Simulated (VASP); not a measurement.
# V (C2/m) in VASP: a series of runs

Runs on V. Level: PBE. Tasks: single point.

All numbers are computed with VASP 6.6.1; they aren't measurements. Logs are shortened: lines on timing, memory, paths and dates and some standing lists are left out, and cuts for length are marked.

## 1. The cell of the first run

The structure is monoclinic, space group C2/m (No. 12). The conventional cell has a = 4.639 Å, b = 2.678 Å, c = 4.339 Å, α = 90.00°, β = 90.00°, γ = 90.00°. V (site symmetry m) has 3 V at 1.86 to 2.37 Å within 2.5 Å.

## 2. Single point, PBE (shortest bond scaled by 0.7)

Input file INCAR:

```
PREC     = Accurate       # precision mode
ENCUT    = 520            # plane-wave cutoff, eV
EDIFF    = 1E-7           # SCF threshold, eV
ISMEAR   = -1             # smearing method
SIGMA    = 0.05           # smearing width, eV
LREAL    = F              # projectors in reciprocal space
LASPH    = T              # aspherical terms in the spheres
NELM     = 100            # most SCF steps
ALGO     = Normal         # electronic algorithm
ISIF     = 2              # what is computed and relaxed
LWAVE    = F              # write WAVECAR
LCHARG   = F              # write CHGCAR
GGA      = PE             # functional
NBANDS   = 20             # bands
```

Input file KPOINTS:

```
regular mesh
0
Gamma
  13 13 7
```

Input file POSCAR:

```
V
1.0
    2.6783660650      0.0000000000      0.0000000000
   -1.3391830325      2.3195330529      0.0000000000
    0.0000000000      0.0000000000      4.3389530253
V
2
Direct
    0.2333333333      0.6166666667      0.1750000000
    0.7666666667      0.3833333333      0.8250000000
```

Potentials or basis: VASP PAW PBE potentials, release 64 (V_sv).

Run with:

```
cat potpaw_PBE.64/V_sv/POTCAR > POTCAR
mpirun -np 1 vasp_std > vasp.out
```

OUTCAR:

```text
PREC = Accurate
   ENCUT = 520
   EDIFF = 1E-7
   ISMEAR = -1
   LREAL = F
   LASPH = T
   NELM = 100
   ISIF = 2
   GGA = PE

 ion  position               nearest neighbor table
   1  0.233  0.617  0.175-   2 1.86   2 2.37   2 2.37
   2  0.767  0.383  0.825-   1 1.86   1 2.37   1 2.37

  LATTYP: Found a hexagonal cell.
 ALAT       =     2.6783660650
 C/A-ratio  =     1.6200000000

  Lattice vectors:

 A1 = (   2.6783660650,   0.0000000000,   0.0000000000)
 A2 = (  -1.3391830325,   2.3195330529,   0.0000000000)
 A3 = (   0.0000000000,   0.0000000000,   4.3389530253)

Analysis of symmetry for initial positions (statically):
=====================================================================
 Subroutine PRICEL returns:
 Original cell was already a primitive cell.

 Routine SETGRP: Setting up the symmetry group for a
 hexagonal supercell.

 Subroutine GETGRP returns: Found  4 space group operations
 (whereof  4 operations were pure point group operations)
 out of a pool of 24 trial point group operations.

The static configuration has the point symmetry C_2h.

Analysis of symmetry for dynamics (positions and initial velocities):
=====================================================================
 Subroutine PRICEL returns:
 Original cell was already a primitive cell.

 Routine SETGRP: Setting up the symmetry group for a
 hexagonal supercell.

 Subroutine GETGRP returns: Found  4 space group operations
 (whereof  4 operations were pure point group operations)
 out of a pool of 24 trial point group operations.

The dynamic configuration has the point symmetry C_2h.

 Subroutine INISYM returns: Found  4 space group operations
 (whereof  4 operations are pure point group operations),
 and found     1 'primitive' translations

----------------------------------------------------------------------------------------

                                     Primitive cell

  volume of cell :      26.9560

  direct lattice vectors                    reciprocal lattice vectors
     2.678366065  0.000000000  0.000000000     0.373361959  0.215560627  0.000000000
    -1.339183033  2.319533053  0.000000000     0.000000000  0.431121255  0.000000000
     0.000000000  0.000000000  4.338953025     0.000000000  0.000000000  0.230470345

  length of vectors
     2.678366065  2.678366065  4.338953025     0.431121255  0.431121255  0.230470345

  position of ions in fractional coordinates (direct lattice)
     0.233333333  0.616666667  0.175000000
     0.766666667  0.383333333  0.825000000

  ion indices of the primitive-cell ions
   primitive index   ion index
                 1           1
                 2           2

----------------------------------------------------------------------------------------

 KPOINTS: regular mesh

Automatic generation of k-mesh.
 Grid dimensions read from file:
 generate k-points for:   13   13    7

 Generating k-lattice:

  Cartesian coordinates                     Fractional coordinates (reciprocal lattice)
     0.028720151  0.016581587  0.000000000     0.076923077  0.000000000  0.000000000
     0.000000000  0.033163173  0.000000000     0.000000000  0.076923077  0.000000000
     0.000000000  0.000000000  0.032924335     0.000000000  0.000000000  0.142857143

  Length of vectors
     0.033163173  0.033163173  0.032924335

  Shift w.r.t. Gamma in fractional coordinates (k-lattice)
     0.000000000  0.000000000  0.000000000

 Subroutine IBZKPT returns following result:
 ===========================================

 Found    322 irreducible k-points:

 Following reciprocal coordinates:
            Coordinates               Weight
  0.000000  0.000000  0.000000      1.000000
  0.076923 -0.000000  0.000000      2.000000
  0.000000  0.076923  0.000000      4.000000
  0.153846 -0.000000  0.000000      2.000000
  0.000000  0.153846  0.000000      4.000000
  0.230769 -0.000000  0.000000      2.000000
[... 16 lines left out ...]
 -0.076923  0.384615  0.000000      4.000000
 -0.384615  0.307692  0.000000      4.000000
 [... further k-points ...]
   k-points           NKPTS =    322   k-points in BZ     NKDIM =    322   number of bands    NBANDS=     20
   number of dos      NEDOS =    301   number of ions     NIONS =      2
   total plane-waves  NPLWV =  12800
   dimension x,y,z NGX =    20 NGY =   20 NGZ =   32
   dimension x,y,z NGXF=    40 NGYF=   40 NGZF=   64
   ions per type =               2
   NGX,Y,Z   is equivalent  to a cutoff of  12.41, 12.41, 12.26 a.u.
   NGXF,Y,Z  is equivalent  to a cutoff of  24.83, 24.83, 24.52 a.u.
 SYSTEM =  unknown system
   PREC   = accura    normal or accurate (medium, high low for compatibility)
   ISTART =      0    job   : 0-new  1-cont  2-samecut
   ICHARG =      2    charge: 1-file 2-atom 10-const
   ISPIN  =      1    spin polarized calculation?
   LNONCOLLINEAR =      F non collinear calculations
   LSORBIT =      F    spin-orbit coupling
   LASPH  =      T    aspherical Exc in radial PAW
   ENCUT  =  520.0 eV  38.22 Ry    6.18 a.u.   4.98  4.98  8.07*2*pi/ulx,y,z
   NELM   =    100;   NELMIN=  2; NELMDL= -5     # of ELM steps
   EDIFF  = 0.1E-06   stopping-criterion for ELM
   LREAL  =      F    real-space projection
   EDIFFG = 0.1E-05   stopping-criterion for IOM
   NSW    =      0    number of steps for IOM
   IBRION =     -1    ionic relax: 0-MD 1-quasi-New 2-CG
   NFREE  =      0    steps in history (QN), initial steepest desc. (CG)
   ISIF   =      2    stress and relaxation
   ISYM   =      2    0-nonsym 1-usesym 2-fastsym
   POTIM  = 0.5000    time-step for ionic-motion
   TEBEG  =    0.0;   TEEND  =   0.0 temperature during run
   PSTRESS=    0.0 pullay stress
   NELECT =      26.0000    total number of electrons
   NUPDOWN=      -1.0000    fix difference up-down
   EMIN   =  10.00;   EMAX   =-10.00  energy-range for DOS
   EFERMI =   0.00;   METHOD = LEGACY
   ISMEAR =    -1;   SIGMA  =   0.05  broadening in eV -4-tet -1-fermi 0-gaus
   EFERMI_NEDOS =   21; number of points for ismear=-14 and -15
   IALGO  =     38    algorithm
   IMIX   =      4    mixing-type and parameters
     AMIX     =   0.40;   BMIX     =  1.00
     AMIX_MAG =   1.60;   BMIX_MAG =  1.00
  volume/ion in A,a.u.               =      13.48        90.95
  Fermi-wavevector in a.u.,A,eV,Ry     =   1.617512  3.056654 35.597528  2.616345
  Thomas-Fermi vector in A             =   2.711925
   LORBIT       =      0    0 simple, 1 ext, 2 COOP (PROOUT), +10 PAW based schemes
   GGA     = PE    functional components
   LHFCALC =     F    Hartree Fock is set to
   AEXX    =    0.0000 exact exchange contribution
   IVDW    =     0    specifies the selected vdW correction
   LEPSILON=     F    determine dielectric tensor
   LRPA    =     F    only Hartree local field effects (RPA)
 non-spin polarized calculation
  energy-cutoff  :      520.00
  volume of cell :       26.96
 maximum number of plane-waves:       750
   NGX =  9   NGY =  9   NGZ = 17

 number of electron      25.9999991 magnetization

 Free energy of the ion-electron system (eV)
  ---------------------------------------------------
  ext. energy  EPLUGINS =         0.00000000
  ---------------------------------------------------
  free energy    TOTEN  =       -15.78562327 eV

  energy without entropy =      -15.76817405  energy(sigma->0) =      -15.77689866

 E-fermi :   9.9663     XC(G=0): -12.5898

 val. band max:        9.9629170599   @ k =  -0.0769   0.4615   0.0000
 cond. band min:       9.9686227708   @ k =  -0.3846   0.3077   0.2857
 fundamental gap:      0.0057057109
 Fermi energy:         9.9663088930

 k-point     1 :       0.0000    0.0000    0.0000
  band No.  band energies     occupation
      1     -54.3297      2.00000
      2     -53.0550      2.00000
      3     -29.2361      2.00000
      4     -27.4132      2.00000
      5     -27.2494      2.00000
      6     -27.2308      2.00000
[... 12 lines left out ...]
     19      14.5524      0.00000
     20      14.8459      0.00000

 k-point     2 :       0.0769   -0.0000    0.0000
  band No.  band energies     occupation
      1     -54.3119      2.00000
      2     -53.0588      2.00000
      3     -29.2418      2.00000
      4     -27.5430      2.00000
      5     -27.2977      2.00000
      6     -27.1624      2.00000
[... 12 lines left out ...]
     19      13.9242      0.00000
     20      15.8077      0.00000

 k-point     3 :       0.0000    0.0769    0.0000
  band No.  band energies     occupation
      1     -54.3165      2.00000
      2     -53.0542      2.00000
      3     -29.2350      2.00000
      4     -27.4913      2.00000
      5     -27.2607      2.00000
      6     -27.2456      2.00000
[... 12 lines left out ...]
     19      14.3985      0.00000
     20      15.5495      0.00000

 k-point     4 :       0.1538   -0.0000    0.0000
  band No.  band energies     occupation
      1     -54.2615      2.00000
      2     -53.0705      2.00000
      3     -29.2617      2.00000
      4     -27.7653      2.00000
      5     -27.3993      2.00000
      6     -27.1051      2.00000
[... 12 lines left out ...]
     19      14.1649      0.00000
     20      16.8621      0.00000

 k-point     5 :       0.0000    0.1538    0.0000
  band No.  band energies     occupation
      1     -54.2794      2.00000
      2     -53.0523      2.00000
      3     -29.2332      2.00000
      4     -27.6834      2.00000
      5     -27.2867      2.00000
      6     -27.2802      2.00000
[... 12 lines left out ...]
     19      14.4053      0.00000
     20      16.6071      0.00000

 k-point     6 :       0.2308   -0.0000    0.0000
  band No.  band energies     occupation
      1     -54.1866      2.00000
      2     -53.0906      2.00000
      3     -29.3008      2.00000
      4     -27.9962      2.00000
      5     -27.5115      2.00000
      6     -27.0903      2.00000
[... 12 lines left out ...]
     19      14.3229      0.00000
     20      17.8297      0.00000

 k-point     7 :       0.0000    0.2308    0.0000
  band No.  band energies     occupation
      1     -54.2259      2.00000
      2     -53.0508      2.00000
      3     -29.2346      2.00000
      4     -27.9218      2.00000
      5     -27.3305      2.00000
      6     -27.3135      2.00000
[... 12 lines left out ...]
     19      14.4313      0.00000
     20      17.6166      0.00000
[... 277 lines left out ...]
 k-point    20 :      -0.0769    0.3077    0.0000
  band No.  band energies     occupation
      1     -54.1977      2.00000
      2     -53.0423      2.00000
      3     -29.2223      2.00000
      4     -27.9906      2.00000
      5     -27.5482      2.00000
      6     -27.2301      2.00000
[... 12 lines left out ...]
     19      14.9679      0.00000
     20      17.8906      0.00000

 k-point    21 :      -0.3077    0.2308    0.0000
  band No.  band energies     occupation
      1     -54.1764      2.00000
      2     -53.0640      2.00000
      3     -29.2614      2.00000
      4     -28.0897      2.00000
      5     -27.4533      2.00000
      6     -27.2010      2.00000
[... 12 lines left out ...]
     19      13.8195      0.00000
     20      18.3960      0.00000

 k-point    22 :       0.3077    0.0769    0.0000
  band No.  band energies     occupation
      1     -54.0588      2.00000
      2     -53.1286      2.00000
      3     -29.3804      2.00000
      4     -28.2810      2.00000
      5     -27.6813      2.00000
      6     -27.0841      2.00000
[... 12 lines left out ...]
     19      14.2603      0.00000
     20      18.7619      0.00000

 k-point    23 :      -0.0769    0.3846    0.0000
  band No.  band energies     occupation
      1     -54.1417      2.00000
      2     -53.0445      2.00000
      3     -29.2324      2.00000
      4     -28.2113      2.00000
      5     -27.5885      2.00000
      6     -27.2382      2.00000
[... 12 lines left out ...]
     19      14.9539      0.00000
     20      18.3532      0.00000

 k-point    24 :      -0.3846    0.3077    0.0000
  band No.  band energies     occupation
      1     -54.1229      2.00000
      2     -53.0635      2.00000
      3     -29.2688      2.00000
      4     -28.2739      2.00000
      5     -27.4992      2.00000
      6     -27.2478      2.00000
[... 12 lines left out ...]
     19      14.0393      0.00000
     20      18.8010      0.00000

 [... further k-points ...]

------------------------ aborting loop because EDIFF is reached ----------------------------------------

  FORCE on cell =-STRESS in cart. coord.  units (eV):
  Direction    XX          YY          ZZ          XY          YZ          ZX
  --------------------------------------------------------------------------------------
  -------------------------------------------------------------------------------------
  Total        6.7507257      7.5907016      5.3549814     -0.7274404      0.2284563      0.3956995
  in kB      401.2412706    451.1667142    318.2827526    -43.2367025     13.5787032     23.5190968
  external PRESSURE =     390.2302458 kB  Pullay stress =       0.0000000 kB

 VOLUME and BASIS-vectors are now :
 -----------------------------------------------------------------------------
  energy-cutoff  :      520.00
  volume of cell :       26.96
      direct lattice vectors                 reciprocal lattice vectors
     2.678366065  0.000000000  0.000000000     0.373361959  0.215560627  0.000000000
    -1.339183033  2.319533053  0.000000000     0.000000000  0.431121255  0.000000000
     0.000000000  0.000000000  4.338953025     0.000000000  0.000000000  0.230470345

 POSITION                                       TOTAL-FORCE (eV/Angst)
 -----------------------------------------------------------------------------------
     -0.20088      1.43038      0.75932         0.573466      0.331091      5.412386
      1.54006      0.88915      3.57964        -0.573466     -0.331091     -5.412386
 -----------------------------------------------------------------------------------
    total drift:                                0.000000     -0.000000      0.000000

  FREE ENERGIE OF THE ION-ELECTRON SYSTEM (eV)
  ---------------------------------------------------
  free  energy   TOTEN  =       -15.7856232732 eV

  energy  without entropy=      -15.7681740485  energy(sigma->0) =      -15.77689866
```

Run time: 2.2 min. Hardware: 1 thread of Intel Xeon Platinum 8259CL at 2.50GHz (Skylake/Cascade Lake), shared host; peak memory 0.24 GiB.

What came out:

```yaml
Free_energy: -15.7856 eV
Pressure: 39.0 GPa
Largest_force: 5.453 eV/Å
Band_gap_on_the_k_mesh: zero (bands 13 and 14 overlap by 1.12 eV)
```

Forces in eV/Å, atoms in the order of the input:
```
V    0.573  0.331  5.412
V   -0.573 -0.331 -5.412
```

Stress tensor (GPa, compression positive):
```
40.12 -4.32  2.35
-4.32 45.12  1.36
 2.35  1.36 31.83
```

Caveat: the cell differs from its parent crystal (shortest bond scaled by 0.7); atoms lie so close that the PAW spheres overlap strongly, which falsifies energies and pressures; the stress differs along the axes, from 32 to 45 GPa; forces of over 1 eV/Å act on the atoms, so gaps and moduli don't describe the material at rest.

## 3. Single point, PBE (shortest bond scaled by 0.7)

Input file INCAR:

```
SYSTEM = V
PREC = Accurate
ENCUT = 520
EDIFF = 1E-6
ISMEAR = -1
SIGMA = 0.05
LREAL = .FALSE.
LASPH = .TRUE.
NELM = 60
ALGO = Normal
ISIF = 2
LWAVE = .FALSE.
LCHARG = .TRUE.
GGA = PE
LELF = .TRUE.
LVHAR = .TRUE.
NBANDS = 20
```

Input file KPOINTS:

```
Automatic mesh
0
G
  13 13 7
  0 0 0
```

POSCAR is that of step 2.

Potentials or basis: VASP PAW PBE potentials, release 64 (V_sv).

Run with:

```
cat potpaw_PBE.64/V_sv/POTCAR > POTCAR
mpirun -np 1 vasp_std > vasp.out
```

Run time: 2.1 min. Hardware: 1 thread of Intel Xeon Platinum 8259CL at 2.50GHz (Skylake/Cascade Lake), shared host; peak memory 0.25 GiB.

The run converged. Its results:

| Item | Value |
| --- | --- |
| Free energy | -15.7856 eV |
| Pressure | 39.0 GPa |
| Largest force | 5.453 eV/Å |
| Band gap on the k mesh | zero (bands 13 and 14 overlap by 1.12 eV) |

Forces in eV/Å, atoms in the order of the input:
```
V    0.573  0.331  5.413
V   -0.573 -0.331 -5.413
```

Stress tensor (GPa, compression positive):
```
40.12 -4.32  2.35
-4.32 45.12  1.36
 2.35  1.36 31.83
```

Levels at points of the mesh, in eV from the Fermi level:
```csv
k point,band 10,band 11,band 12,band 13,band 14,band 15,band 16,band 17
"(0.00, 0.00, 0.00)",-4.13,-1.92,-0.81,-0.66,-0.14,0.96,1.68,3.12
```

Caveat: the cell differs from its parent crystal (shortest bond scaled by 0.7); atoms lie so close that the PAW spheres overlap strongly, which falsifies energies and pressures; the stress differs along the axes, from 32 to 45 GPa; forces of over 1 eV/Å act on the atoms, so gaps and moduli don't describe the material at rest.
